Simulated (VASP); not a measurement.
Here is a VASP 6.6.1 calculation.

Contents of INCAR:

```
SYSTEM = Ba
PREC = Accurate
ENCUT = 520
EDIFF = 1E-6
ISMEAR = 0
SIGMA = 0.15
LREAL = .FALSE.
LASPH = .TRUE.
NELM = 80
ALGO = Normal
ISIF = 2
LWAVE = .FALSE.
LCHARG = .TRUE.
LELF = .TRUE.
LVHAR = .TRUE.
NBANDS = 11
```

File KPOINTS:

```
regular mesh
0
G
  12 12 12
  0 0 0
```

The input POSCAR:

```
Ba
1.0
    3.8001860143      0.0000000000      0.0000000000
    0.0000000000      3.8001860143      0.0000000000
    0.0000000000      0.0000000000      4.0352490667
Ba
1
Direct
    0.0000000000      0.0000000000      0.0000000000
```

Potentials or basis: VASP PAW LDA potentials, release 64 (Ba_sv).

Launch:

```console
$ cat potpaw_LDA.64/Ba_sv/POTCAR > POTCAR
$ mpirun -np 1 vasp_std > vasp.out
```

Task: Predict the pressure.

Result: -0.8 GPa.

Task: What does it give for the band gap on the k mesh?

Result: Zero (bands 5 and 6 overlap by 0.25 eV).

Stress tensor (GPa, compression positive):
```
-0.27  0.00  0.00
 0.00 -0.27  0.00
 0.00  0.00 -1.96
```

Caveat: the cell differs from its parent crystal (strain -0.030 along x and y, +0.030 along z); spin-orbit coupling is left out, which moves the levels of the heavy elements.
